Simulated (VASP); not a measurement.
# Zn (Fm-3m) in VASP: a series of runs

The runs below take Zn through single point, with PBE.

Program: VASP 6.6.1. These are calculated values, not measurements. Logs are shortened: lines on timing, memory, paths and dates and some standing lists are left out, and cuts for length are marked.

### 1 The cell of the first run

Symmetry: Fm-3m, No. 225, cubic system. The conventional cell has a = 3.930 Å, b = 3.930 Å, c = 3.930 Å, α = 90.00°, β = 90.00°, γ = 90.00°. Zn (site symmetry m-3m) has 12 Zn at 2.78 Å within 3.7 Å.

This isn't the form of Zn at room conditions, which is hcp.

### 2 Single point, PBE

The input, INCAR:

```
SYSTEM = Zn
PREC = Accurate
ENCUT = 520
EDIFF = 1E-6
ISMEAR = 0
SIGMA = 0.027000000000000003
LREAL = .False.
LASPH = .True.
NELM = 60
ALGO = Normal
ISIF = 2
LWAVE = .False.
LCHARG = .False.
GGA = PE
NBANDS = 12
```

The input, KPOINTS:

```
Automatic mesh
0
Gamma
  12 12 12
  0 0 0
```

The input, POSCAR:

```
Zn
1.0
    0.0000000000      1.9647760000      1.9647760000
    1.9647760000      0.0000000000      1.9647760000
    1.9647760000      1.9647760000      0.0000000000
Zn
1
Direct
    0.0000000000      0.0000000000      0.0000000000
```

Potentials or basis: VASP PAW PBE potentials, release 64 (Zn).

Run with:

```sh
$ cat potpaw_PBE.64/Zn/POTCAR > POTCAR
$ mpirun -np 1 vasp_std > vasp.out
```

OUTCAR:

```text
SYSTEM = Zn
   PREC = Accurate
   ENCUT = 520
   EDIFF = 1E-6
   ISMEAR = 0
   LREAL = .False.
   LASPH = .True.
   NELM = 60
   ISIF = 2
   GGA = PE

 ion  position               nearest neighbor table
   1  0.000  0.000  0.000-

  LATTYP: Found a face centered cubic cell.
 ALAT       =     3.9295520000

  Lattice vectors:

 A1 = (   0.0000000000,   1.9647760000,   1.9647760000)
 A2 = (   1.9647760000,   0.0000000000,   1.9647760000)
 A3 = (   1.9647760000,   1.9647760000,   0.0000000000)

Analysis of symmetry for initial positions (statically):
=====================================================================
 Subroutine PRICEL returns:
 Original cell was already a primitive cell.

 Routine SETGRP: Setting up the symmetry group for a
 face centered cubic supercell.

 Subroutine GETGRP returns: Found 48 space group operations
 (whereof 48 operations were pure point group operations)
 out of a pool of 48 trial point group operations.

The static configuration has the point symmetry O_h .

Analysis of symmetry for dynamics (positions and initial velocities):
=====================================================================
 Subroutine PRICEL returns:
 Original cell was already a primitive cell.

 Routine SETGRP: Setting up the symmetry group for a
 face centered cubic supercell.

 Subroutine GETGRP returns: Found 48 space group operations
 (whereof 48 operations were pure point group operations)
 out of a pool of 48 trial point group operations.

The dynamic configuration has the point symmetry O_h .

 Subroutine INISYM returns: Found 48 space group operations
 (whereof 48 operations are pure point group operations),
 and found     1 'primitive' translations

----------------------------------------------------------------------------------------

                                     Primitive cell

  volume of cell :      15.1694

  direct lattice vectors                    reciprocal lattice vectors
     0.000000000  1.964776000  1.964776000    -0.254481936  0.254481936  0.254481936
     1.964776000  0.000000000  1.964776000     0.254481936 -0.254481936  0.254481936
     1.964776000  1.964776000  0.000000000     0.254481936  0.254481936 -0.254481936

  length of vectors
     2.778612866  2.778612866  2.778612866     0.440775643  0.440775643  0.440775643

  position of ions in fractional coordinates (direct lattice)
     0.000000000  0.000000000  0.000000000

  ion indices of the primitive-cell ions
   primitive index   ion index
                 1           1

----------------------------------------------------------------------------------------

 KPOINTS: Automatic mesh

Automatic generation of k-mesh.
 Grid dimensions read from file:
 generate k-points for:   12   12   12

 Generating k-lattice:

  Cartesian coordinates                     Fractional coordinates (reciprocal lattice)
    -0.021206828  0.021206828  0.021206828     0.083333333  0.000000000  0.000000000
     0.021206828 -0.021206828  0.021206828     0.000000000  0.083333333  0.000000000
     0.021206828  0.021206828 -0.021206828     0.000000000  0.000000000  0.083333333

  Length of vectors
     0.036731304  0.036731304  0.036731304

  Shift w.r.t. Gamma in fractional coordinates (k-lattice)
     0.000000000  0.000000000  0.000000000

 Subroutine IBZKPT returns following result:
 ===========================================

 Found     72 irreducible k-points:

 Following reciprocal coordinates:
            Coordinates               Weight
  0.000000  0.000000  0.000000      1.000000
  0.083333  0.000000  0.000000      8.000000
  0.166667  0.000000  0.000000      8.000000
  0.250000  0.000000  0.000000      8.000000
  0.333333  0.000000  0.000000      8.000000
  0.416667  0.000000  0.000000      8.000000
[... 16 lines left out ...]
  0.500000  0.166667  0.000000     24.000000
 -0.416667  0.166667  0.000000     24.000000
 [... further k-points ...]
   k-points           NKPTS =     72   k-points in BZ     NKDIM =     72   number of bands    NBANDS=     12
   number of dos      NEDOS =    301   number of ions     NIONS =      1
   total plane-waves  NPLWV =  13824
   dimension x,y,z NGX =    24 NGY =   24 NGZ =   24
   dimension x,y,z NGXF=    48 NGYF=   48 NGZF=   48
   ions per type =               1
   NGX,Y,Z   is equivalent  to a cutoff of  14.36, 14.36, 14.36 a.u.
   NGXF,Y,Z  is equivalent  to a cutoff of  28.72, 28.72, 28.72 a.u.
 SYSTEM =  Zn
   PREC   = accura    normal or accurate (medium, high low for compatibility)
   ISTART =      0    job   : 0-new  1-cont  2-samecut
   ICHARG =      2    charge: 1-file 2-atom 10-const
   ISPIN  =      1    spin polarized calculation?
   LNONCOLLINEAR =      F non collinear calculations
   LSORBIT =      F    spin-orbit coupling
   LASPH  =      T    aspherical Exc in radial PAW
   ENCUT  =  520.0 eV  38.22 Ry    6.18 a.u.   5.17  5.17  5.17*2*pi/ulx,y,z
   NELM   =     60;   NELMIN=  2; NELMDL= -5     # of ELM steps
   EDIFF  = 0.1E-05   stopping-criterion for ELM
   LREAL  =      F    real-space projection
   EDIFFG = 0.1E-04   stopping-criterion for IOM
   NSW    =      0    number of steps for IOM
   IBRION =     -1    ionic relax: 0-MD 1-quasi-New 2-CG
   NFREE  =      0    steps in history (QN), initial steepest desc. (CG)
   ISIF   =      2    stress and relaxation
   ISYM   =      2    0-nonsym 1-usesym 2-fastsym
   POTIM  = 0.5000    time-step for ionic-motion
   TEBEG  =    0.0;   TEEND  =   0.0 temperature during run
   PSTRESS=    0.0 pullay stress
   NELECT =      12.0000    total number of electrons
   NUPDOWN=      -1.0000    fix difference up-down
   EMIN   =  10.00;   EMAX   =-10.00  energy-range for DOS
   EFERMI =   0.00;   METHOD = LEGACY
   ISMEAR =     0;   SIGMA  =   0.03  broadening in eV -4-tet -1-fermi 0-gaus
   EFERMI_NEDOS =   21; number of points for ismear=-14 and -15
   IALGO  =     38    algorithm
   IMIX   =      4    mixing-type and parameters
     AMIX     =   0.40;   BMIX     =  1.00
     AMIX_MAG =   1.60;   BMIX_MAG =  1.00
  volume/ion in A,a.u.               =      15.17       102.37
  Fermi-wavevector in a.u.,A,eV,Ry     =   1.514069  2.861175 31.190044  2.292404
  Thomas-Fermi vector in A             =   2.623775
   LORBIT       =      0    0 simple, 1 ext, 2 COOP (PROOUT), +10 PAW based schemes
   GGA     = PE    functional components
   LHFCALC =     F    Hartree Fock is set to
   AEXX    =    0.0000 exact exchange contribution
   IVDW    =     0    specifies the selected vdW correction
   LEPSILON=     F    determine dielectric tensor
   LRPA    =     F    only Hartree local field effects (RPA)
 non-spin polarized calculation
 Gauss-broadening in eV      SIGMA  =   0.03
  energy-cutoff  :      520.00
  volume of cell :       15.17
 maximum number of plane-waves:       424
 NGX is ok and might be reduce to    24
   NGX = 11   NGY = 11   NGZ = 11

 number of electron      12.0000008 magnetization

 Free energy of the ion-electron system (eV)
  ---------------------------------------------------
  ext. energy  EPLUGINS =         0.00000000
  ---------------------------------------------------
  free energy    TOTEN  =        -1.07555041 eV

  energy without entropy =       -1.07522205  energy(sigma->0) =       -1.07538623

 E-fermi :   3.0608     XC(G=0): -11.5774

 val. band max:        2.9265705149   @ k =  -0.4167   0.3333   0.0000
 cond. band min:       3.0636493265   @ k =  -0.4167   0.0833   0.0000
 fundamental gap:      0.1370788116
 Fermi energy:         3.0608413228

 k-point     1 :       0.0000    0.0000    0.0000
  band No.  band energies     occupation
      1      -7.2710      2.00000
      2      -4.5411      2.00000
      3      -4.5411      2.00000
      4      -4.5411      2.00000
      5      -4.1618      2.00000
      6      -4.1618      2.00000
      7      21.3534      0.00000
      8      21.3534      0.00000
      9      21.3534      0.00000
     10      21.9757      0.00000
     11      24.1299      0.00000
     12      24.1299      0.00000

 k-point     2 :       0.0833    0.0000    0.0000
  band No.  band energies     occupation
      1      -7.0620      2.00000
      2      -4.5574      2.00000
      3      -4.5180      2.00000
      4      -4.5180      2.00000
      5      -4.1680      2.00000
      6      -4.1680      2.00000
      7      18.2739      0.00000
      8      20.7456      0.00000
      9      20.7456      0.00000
     10      21.7340      0.00000
     11      25.0920      0.00000
     12      25.0920      0.00000

 k-point     3 :       0.1667    0.0000    0.0000
  band No.  band energies     occupation
      1      -6.4616      2.00000
      2      -4.5727      2.00000
      3      -4.4719      2.00000
      4      -4.4719      2.00000
      5      -4.1665      2.00000
      6      -4.1665      2.00000
      7      14.2156      0.00000
      8      19.8236      0.00000
      9      19.8236      0.00000
     10      21.5219      0.00000
     11      26.7191      0.00000
     12      26.7828      0.00000

 k-point     4 :       0.2500    0.0000    0.0000
  band No.  band energies     occupation
      1      -5.6629      2.00000
      2      -4.4617      2.00000
      3      -4.4617      2.00000
      4      -4.3764      2.00000
      5      -4.1089      2.00000
      6      -4.1089      2.00000
      7      10.3966      0.00000
      8      19.0970      0.00000
      9      19.0970      0.00000
     10      21.2195      0.00000
     11      24.9544      0.00000
     12      24.9544      0.00000

 k-point     5 :       0.3333    0.0000    0.0000
  band No.  band energies     occupation
      1      -5.2959      2.00000
      2      -4.4950      2.00000
      3      -4.4950      2.00000
      4      -4.0043      2.00000
      5      -4.0043      2.00000
      6      -3.3222      2.00000
      7       6.9104      0.00000
      8      18.6309      0.00000
      9      18.6309      0.00000
     10      20.8859      0.00000
     11      23.3926      0.00000
     12      23.3926      0.00000
[... 228 lines left out ...]
      1      -5.1018      2.00000
      2      -4.6853      2.00000
      3      -4.4532      2.00000
      4      -4.3187      2.00000
      5      -3.9650      2.00000
      6      -3.3774      2.00000
      7       9.8484      0.00000
      8      15.1486      0.00000
      9      16.3408      0.00000
     10      17.8172      0.00000
     11      22.9074      0.00000
     12      29.1601      0.00000

 k-point    22 :       0.4167    0.1667    0.0000
  band No.  band energies     occupation
      1      -5.0523      2.00000
      2      -4.5953      2.00000
      3      -4.3896      2.00000
      4      -4.3517      2.00000
      5      -3.8888      2.00000
      6      -1.9263      2.00000
      7       6.5077      0.00000
      8      14.6668      0.00000
      9      15.0209      0.00000
     10      17.7139      0.00000
     11      25.7764      0.00000
     12      27.5543      0.00000

 k-point    23 :       0.5000    0.1667    0.0000
  band No.  band energies     occupation
      1      -5.0624      2.00000
      2      -4.6267      2.00000
      3      -4.3865      2.00000
      4      -4.2507      2.00000
      5      -3.8690      2.00000
      6       0.0609      2.00000
      7       3.5543      0.00000
      8      13.3642      0.00000
      9      15.3605      0.00000
     10      17.9358      0.00000
     11      26.3362      0.00000
     12      27.1568      0.00000

 k-point    24 :      -0.4167    0.1667    0.0000
  band No.  band energies     occupation
      1      -5.0469      2.00000
      2      -4.6295      2.00000
      3      -4.4030      2.00000
      4      -4.1943      2.00000
      5      -3.9222      2.00000
      6       0.7914      2.00000
      7       2.7008      2.00000
      8      12.4709      0.00000
      9      16.1657      0.00000
     10      18.4925      0.00000
     11      25.5036      0.00000
     12      26.5932      0.00000

 [... further k-points ...]
[... 5 lines left out ...]
  --------------------------------------------------------------------------------------
  -------------------------------------------------------------------------------------
  Total        0.0237811      0.0237811      0.0237811     -0.0000000      0.0000000     -0.0000000
  in kB        2.5117364      2.5117364      2.5117364     -0.0000000      0.0000000     -0.0000000
  external PRESSURE =       2.5117364 kB  Pullay stress =       0.0000000 kB

 VOLUME and BASIS-vectors are now :
 -----------------------------------------------------------------------------
  energy-cutoff  :      520.00
  volume of cell :       15.17
      direct lattice vectors                 reciprocal lattice vectors
     0.000000000  1.964776000  1.964776000    -0.254481936  0.254481936  0.254481936
     1.964776000  0.000000000  1.964776000     0.254481936 -0.254481936  0.254481936
     1.964776000  1.964776000  0.000000000     0.254481936  0.254481936 -0.254481936

 POSITION                                       TOTAL-FORCE (eV/Angst)
 -----------------------------------------------------------------------------------
      0.00000      0.00000      0.00000         0.000000     -0.000000     -0.000000
 -----------------------------------------------------------------------------------
    total drift:                               -0.000000      0.000000      0.000000

  FREE ENERGIE OF THE ION-ELECTRON SYSTEM (eV)
  ---------------------------------------------------
  free  energy   TOTEN  =        -1.0755504138 eV

  energy  without entropy=       -1.0752220532  energy(sigma->0) =       -1.07538623
```

Run time: 11 s. Hardware: 1 thread of Intel Xeon 8259CL, shared host; peak memory 0.14 GiB.

Results:

| Property | Result |
| --- | --- |
| Free energy | -1.0756 eV |
| Pressure | 0.3 GPa |
| Band gap on the k mesh | zero (bands 6 and 7 overlap by 3.63 eV) |

### 3 Single point, PBE

The input, INCAR:

```
SYSTEM = Zn
ALGO = Normal ; EDIFF = 1E-6
ENCUT = 520 ; GGA = PE
ISIF = 2 ; ISMEAR = 0
LASPH = .True. ; LCHARG = .False.
LREAL = .False. ; LWAVE = .False.
NBANDS = 12 ; NELM = 80
PREC = Accurate ; SIGMA = 0.028000000000000004
```

The input, KPOINTS:

```
k-points
0
Gamma
  12 12 12
  0 0 0
```

POSCAR is that of step 2.

Potentials or basis: VASP PAW PBE potentials, release 64 (Zn).

Run with:

```sh
$ cat potpaw_PBE.64/Zn/POTCAR > POTCAR
$ mpirun -np 1 vasp_std > vasp.out
```

It took 14 s on 1 thread of Intel Xeon 8259CL, shared host; peak memory 0.14 GiB.

It converged, with:

```yaml
Free_energy: -1.0756 eV
Pressure: 0.2 GPa
Band_gap_on_the_k_mesh: zero (bands 6 and 7 overlap by 3.63 eV)
```

Levels at points of the mesh, in eV from the Fermi level:
```
           k point  band 4  band 5  band 6  band 7  band 8  band 9
(0.00, 0.00, 0.00)   -7.60   -7.22   -7.22   18.29   18.29   18.29
(0.50, 0.00, 0.00)   -6.94   -6.94   -2.88   -1.36   15.27   15.27
(0.50, 0.50, 0.00)   -6.87   -6.87   -0.97    1.75    8.45    8.45
```
